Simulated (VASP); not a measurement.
# Al in VASP: further runs

Runs on Al. Level: LDA. Tasks: single point.

Program: VASP 6.6.1. These are calculated values, not measurements. Logs are shortened: lines on timing, memory, paths and dates and some standing lists are left out, and cuts for length are marked.

### 1 The cell of the first run

Symmetry: Im-3m, No. 229, cubic system. The conventional cell has a = 3.182 Å, b = 3.182 Å, c = 3.182 Å, α = 90.00°, β = 90.00°, γ = 90.00°. Within 3.6 Å of Al (site symmetry m-3m) lie 14 Al at 2.76 to 3.18 Å.

### 2 Single point, LDA

INCAR

```
SYSTEM = Al
ALGO = Normal ; EDIFF = 1E-7
ENCUT = 520 ; ISIF = 2
ISMEAR = -1 ; LASPH = .True.
LCHARG = .False. ; LREAL = .False.
LWAVE = .False. ; NBANDS = 8
NELM = 60 ; PREC = Accurate
SIGMA = 0.1
```

KPOINTS

```
k-points
0
Gamma
  15 15 15
  0 0 0
```

POSCAR

```
Al
1.0
   -1.5912190000      1.5912190000      1.5912190000
    1.5912190000     -1.5912190000      1.5912190000
    1.5912190000      1.5912190000     -1.5912190000
Al
1
Direct
    0.0000000000      0.0000000000      0.0000000000
```

Potentials or basis: VASP PAW LDA potentials, release 64 (Al).

Run with:

```
> cat potpaw_LDA.64/Al/POTCAR > POTCAR
> mpirun -np 1 vasp_std > vasp.out
```

OUTCAR:

```text
SYSTEM = Al
   EDIFF = 1E-7
   ENCUT = 520
   ISIF = 2
   ISMEAR = -1
   LASPH = .True.
   LREAL = .False.
   NELM = 60
   PREC = Accurate

 ion  position               nearest neighbor table
   1  0.000  0.000  0.000-

  LATTYP: Found a body centered cubic cell.
 ALAT       =     3.1824380000

  Lattice vectors:

 A1 = (  -1.5912190000,   1.5912190000,   1.5912190000)
 A2 = (   1.5912190000,  -1.5912190000,   1.5912190000)
 A3 = (   1.5912190000,   1.5912190000,  -1.5912190000)

Analysis of symmetry for initial positions (statically):
=====================================================================
 Subroutine PRICEL returns:
 Original cell was already a primitive cell.

 Routine SETGRP: Setting up the symmetry group for a
 body centered cubic supercell.

 Subroutine GETGRP returns: Found 48 space group operations
[... 9 lines left out ...]

 Routine SETGRP: Setting up the symmetry group for a
 body centered cubic supercell.

 Subroutine GETGRP returns: Found 48 space group operations
[... 11 lines left out ...]
                                     Primitive cell

  volume of cell :      16.1157

  direct lattice vectors                    reciprocal lattice vectors
    -1.591219000  1.591219000  1.591219000     0.000000000  0.314224503  0.314224503
     1.591219000 -1.591219000  1.591219000     0.314224503  0.000000000  0.314224503
     1.591219000  1.591219000 -1.591219000     0.314224503  0.314224503  0.000000000

  length of vectors
     2.756072154  2.756072154  2.756072154     0.444380554  0.444380554  0.444380554

  position of ions in fractional coordinates (direct lattice)
     0.000000000  0.000000000  0.000000000

  ion indices of the primitive-cell ions
   primitive index   ion index
                 1           1

----------------------------------------------------------------------------------------

 KPOINTS: k-points

Automatic generation of k-mesh.
 Grid dimensions read from file:
 generate k-points for:   15   15   15

 Generating k-lattice:

  Cartesian coordinates                     Fractional coordinates (reciprocal lattice)
     0.000000000  0.020948300  0.020948300     0.066666667  0.000000000  0.000000000
     0.020948300  0.000000000  0.020948300     0.000000000  0.066666667  0.000000000
     0.020948300  0.020948300  0.000000000     0.000000000  0.000000000  0.066666667

  Length of vectors
     0.029625370  0.029625370  0.029625370

  Shift w.r.t. Gamma in fractional coordinates (k-lattice)
     0.000000000  0.000000000  0.000000000

 Subroutine IBZKPT returns following result:
 ===========================================

 Found    120 irreducible k-points:

 Following reciprocal coordinates:
            Coordinates               Weight
  0.000000  0.000000  0.000000      1.000000
  0.066667  0.000000  0.000000     12.000000
  0.133333  0.000000  0.000000     12.000000
  0.200000  0.000000  0.000000     12.000000
  0.266667  0.000000  0.000000     12.000000
  0.333333  0.000000  0.000000     12.000000
[... 16 lines left out ...]
  0.333333  0.200000 -0.000000     48.000000
  0.400000  0.200000  0.000000     24.000000
 [... further k-points ...]
   k-points           NKPTS =    120   k-points in BZ     NKDIM =    120   number of bands    NBANDS=      8
   number of dos      NEDOS =    301   number of ions     NIONS =      1
   total plane-waves  NPLWV =   8000
   dimension x,y,z NGX =    20 NGY =   20 NGZ =   20
   dimension x,y,z NGXF=    40 NGYF=   40 NGZF=   40
   ions per type =               1
   NGX,Y,Z   is equivalent  to a cutoff of  12.06, 12.06, 12.06 a.u.
   NGXF,Y,Z  is equivalent  to a cutoff of  24.13, 24.13, 24.13 a.u.
 SYSTEM =  Al
   PREC   = accura    normal or accurate (medium, high low for compatibility)
   ISTART =      0    job   : 0-new  1-cont  2-samecut
   ICHARG =      2    charge: 1-file 2-atom 10-const
   ISPIN  =      1    spin polarized calculation?
   LNONCOLLINEAR =      F non collinear calculations
   LSORBIT =      F    spin-orbit coupling
   LASPH  =      T    aspherical Exc in radial PAW
   ENCUT  =  520.0 eV  38.22 Ry    6.18 a.u.   5.12  5.12  5.12*2*pi/ulx,y,z
   NELM   =     60;   NELMIN=  2; NELMDL= -5     # of ELM steps
   EDIFF  = 0.1E-06   stopping-criterion for ELM
   LREAL  =      F    real-space projection
   EDIFFG = 0.1E-05   stopping-criterion for IOM
   NSW    =      0    number of steps for IOM
   IBRION =     -1    ionic relax: 0-MD 1-quasi-New 2-CG
   NFREE  =      0    steps in history (QN), initial steepest desc. (CG)
   ISIF   =      2    stress and relaxation
   ISYM   =      2    0-nonsym 1-usesym 2-fastsym
   POTIM  = 0.5000    time-step for ionic-motion
   TEBEG  =    0.0;   TEEND  =   0.0 temperature during run
   PSTRESS=    0.0 pullay stress
   NELECT =       3.0000    total number of electrons
   NUPDOWN=      -1.0000    fix difference up-down
   EMIN   =  10.00;   EMAX   =-10.00  energy-range for DOS
   EFERMI =   0.00;   METHOD = LEGACY
   ISMEAR =    -1;   SIGMA  =   0.10  broadening in eV -4-tet -1-fermi 0-gaus
   EFERMI_NEDOS =   21; number of points for ismear=-14 and -15
   IALGO  =     38    algorithm
   IMIX   =      4    mixing-type and parameters
     AMIX     =   0.40;   BMIX     =  1.00
     AMIX_MAG =   1.60;   BMIX_MAG =  1.00
  volume/ion in A,a.u.               =      16.12       108.75
  Fermi-wavevector in a.u.,A,eV,Ry     =   0.934757  1.766434 11.888366  0.873770
  Thomas-Fermi vector in A             =   2.061594
   LORBIT       =      0    0 simple, 1 ext, 2 COOP (PROOUT), +10 PAW based schemes
   GGA     = CA    functional components
   LHFCALC =     F    Hartree Fock is set to
   AEXX    =    0.0000 exact exchange contribution
   IVDW    =     0    specifies the selected vdW correction
   LEPSILON=     F    determine dielectric tensor
   LRPA    =     F    only Hartree local field effects (RPA)
 non-spin polarized calculation
  energy-cutoff  :      520.00
  volume of cell :       16.12
 maximum number of plane-waves:       444
   NGX = 11   NGY = 11   NGZ = 11

 number of electron       3.0000000 magnetization

 Free energy of the ion-electron system (eV)
  ---------------------------------------------------
  ext. energy  EPLUGINS =         0.00000000
  ---------------------------------------------------
  free energy    TOTEN  =        -4.09905337 eV

  energy without entropy =       -4.08513319  energy(sigma->0) =       -4.09209328

 E-fermi :   8.0364     XC(G=0): -10.4349

 val. band max:        8.0183113181   @ k =  -0.4000   0.4000   0.2000
 cond. band min:       8.0420370460   @ k =   0.2667   0.2667   0.0667
 fundamental gap:      0.0237257278
 Fermi energy:         8.0364475897

 k-point     1 :       0.0000    0.0000    0.0000
  band No.  band energies     occupation
      1      -3.2204      2.00000
      2      21.3743      0.00000
      3      21.3743      0.00000
      4      21.3743      0.00000
      5      22.8114      0.00000
      6      22.8114      0.00000
      7      22.8114      0.00000
      8      24.5058      0.00000

 k-point     2 :       0.0667    0.0000    0.0000
  band No.  band energies     occupation
      1      -3.0907      2.00000
      2      19.8245      0.00000
      3      20.4755      0.00000
      4      20.8701      0.00000
      5      22.3098      0.00000
      6      23.3910      0.00000
      7      23.5837      0.00000
      8      23.9246      0.00000

 k-point     3 :       0.1333    0.0000    0.0000
  band No.  band energies     occupation
      1      -2.7026      2.00000
      2      17.1646      0.00000
      3      19.3054      0.00000
      4      19.8352      0.00000
      5      21.3116      0.00000
      6      22.4669      0.00000
      7      24.2823      0.00000
      8      24.7982      0.00000

 k-point     4 :       0.2000    0.0000    0.0000
  band No.  band energies     occupation
      1      -2.0581      2.00000
      2      14.3916      0.00000
      3      18.2998      0.00000
      4      18.7681      0.00000
      5      20.3137      0.00000
      6      21.6017      0.00000
      7      25.1501      0.00000
      8      25.2784      0.00000

 k-point     5 :       0.2667    0.0000    0.0000
  band No.  band energies     occupation
      1      -1.1609      2.00000
      2      11.7281      0.00000
      3      17.4918      0.00000
      4      17.8469      0.00000
      5      19.4675      0.00000
      6      20.8528      0.00000
      7      25.9602      0.00000
      8      26.1679      0.00000

 k-point     6 :       0.3333    0.0000    0.0000
  band No.  band energies     occupation
      1      -0.0158      2.00000
      2       9.2390      0.00001
      3      16.8864      0.00000
      4      17.1319      0.00000
      5      18.8177      0.00000
      6      20.2494      0.00000
      7      26.8209      0.00000
      8      27.3591      0.00000

 k-point     7 :       0.4000    0.0000    0.0000
  band No.  band energies     occupation
      1       1.3701      2.00000
      2       6.9514      1.99996
      3      16.4835      0.00000
      4      16.6471      0.00000
      5      18.3798      0.00000
      6      19.8265      0.00000
      7      27.8042      0.00000
      8      28.6840      0.00000
[... 133 lines left out ...]
 k-point    20 :       0.4000    0.1333    0.0000
  band No.  band energies     occupation
      1       3.3471      2.00000
      2       5.2597      2.00000
      3      12.4290      0.00000
      4      15.9463      0.00000
      5      19.9495      0.00000
      6      23.0435      0.00000
      7      26.8643      0.00000
      8      28.6630      0.00000

 k-point    21 :       0.2000    0.2000    0.0000
  band No.  band energies     occupation
      1       0.2374      2.00000
      2      10.9578      0.00000
      3      11.5725      0.00000
      4      16.5245      0.00000
      5      21.8823      0.00000
      6      22.2660      0.00000
      7      26.9560      0.00000
      8      27.1279      0.00000

 k-point    22 :       0.2667    0.2000    0.0000
  band No.  band energies     occupation
      1       1.4958      2.00000
      2       8.8372      0.00067
      3      10.7355      0.00000
      4      15.9875      0.00000
      5      21.5589      0.00000
      6      23.1097      0.00000
      7      26.6388      0.00000
      8      28.6625      0.00000

 k-point    23 :       0.3333    0.2000   -0.0000
  band No.  band energies     occupation
      1       2.9866      2.00000
      2       6.6992      2.00000
      3      10.3559      0.00000
      4      15.6591      0.00000
      5      21.2583      0.00000
      6      24.1635      0.00000
      7      26.2605      0.00000
      8      28.5967      0.00000

 k-point    24 :       0.4000    0.2000    0.0000
  band No.  band energies     occupation
      1       4.4829      2.00000
      2       4.9833      2.00000
      3      10.2324      0.00000
      4      15.5488      0.00000
      5      21.1542      0.00000
      6      24.8027      0.00000
      7      25.9866      0.00000
      8      28.1881      0.00000

 [... further k-points ...]

------------------------ aborting loop because EDIFF is reached ----------------------------------------

  FORCE on cell =-STRESS in cart. coord.  units (eV):
  Direction    XX          YY          ZZ          XY          YZ          ZX
  --------------------------------------------------------------------------------------
  -------------------------------------------------------------------------------------
  Total        0.0494802      0.0494802      0.0494802      0.0000000      0.0000000      0.0000000
  in kB        4.9191782      4.9191782      4.9191782      0.0000000      0.0000000      0.0000000
  external PRESSURE =       4.9191782 kB  Pullay stress =       0.0000000 kB

 VOLUME and BASIS-vectors are now :
 -----------------------------------------------------------------------------
  energy-cutoff  :      520.00
  volume of cell :       16.12
      direct lattice vectors                 reciprocal lattice vectors
    -1.591219000  1.591219000  1.591219000     0.000000000  0.314224503  0.314224503
     1.591219000 -1.591219000  1.591219000     0.314224503  0.000000000  0.314224503
     1.591219000  1.591219000 -1.591219000     0.314224503  0.314224503  0.000000000

 POSITION                                       TOTAL-FORCE (eV/Angst)
 -----------------------------------------------------------------------------------
      0.00000      0.00000      0.00000         0.000000     -0.000000      0.000000
 -----------------------------------------------------------------------------------
    total drift:                                0.000000     -0.000000     -0.000000

  FREE ENERGIE OF THE ION-ELECTRON SYSTEM (eV)
  ---------------------------------------------------
  free  energy   TOTEN  =        -4.0990533737 eV

  energy  without entropy=       -4.0851331866  energy(sigma->0) =       -4.09209328
```

It took 4.5 s on 1 thread of AMD EPYC 9R45 (Zen 5), shared host; peak memory 0.09 GiB.

Results:

```yaml
Free_energy: -4.0991 eV
Pressure: 0.5 GPa
```

### 3 Single point, LDA

INCAR

```
SYSTEM = Al
ALGO     = Normal         ! electronic algorithm
EDIFF    = 1E-7           ! SCF threshold, eV
ENCUT    = 520            ! plane-wave cutoff, eV
GGA      = CA             ! functional
ISIF     = 2              ! what is computed and relaxed
ISMEAR   = -1             ! smearing method
LASPH    = .True.         ! aspherical terms in the spheres
LCHARG   = .True.         ! write CHGCAR
LELF     = .True.         ! ELF
LREAL    = .False.        ! projectors in reciprocal space
LVHAR    = .True.       
LWAVE    = .False.        ! write WAVECAR
NBANDS   = 8              ! bands
NELM     = 80             ! most SCF steps
PREC     = Accurate       ! precision mode
SIGMA    = 0.1            ! smearing width, eV
```

KPOINTS is that of step 2.

POSCAR

```
Al
1.0
   -1.5991750950      1.5991750950      1.5912190000
    1.5991750950     -1.5991750950      1.5912190000
    1.5832629050      1.5832629050     -1.5912190000
Al
1
Direct
    0.0000000000      0.0000000000      0.0000000000
```

Potentials or basis: VASP PAW LDA potentials, release 64 (Al).

Run with:

```
> cat potpaw_LDA.64/Al/POTCAR > POTCAR
> mpirun -np 1 vasp_std > vasp.out
```

It took 24 s on 1 thread of AMD EPYC 9R45 (Zen 5), shared host; peak memory 0.13 GiB.

Results (log left out):

```
Free energy : -4.0989 eV
Pressure    : 0.5 GPa
```

Stress tensor (GPa, compression positive):
```
0.52 0.38 0.00
0.38 0.52 0.00
0.00 0.00 0.47
```

Levels at points of the mesh, in eV from the Fermi level:
| k point | band 1 | band 2 | band 3 | band 4 | band 5 | band 6 |
| --- | --- | --- | --- | --- | --- | --- |
| (0.00, 0.00, 0.00) | -11.26 | 13.27 | 13.33 | 13.41 | 14.64 | 14.78 |
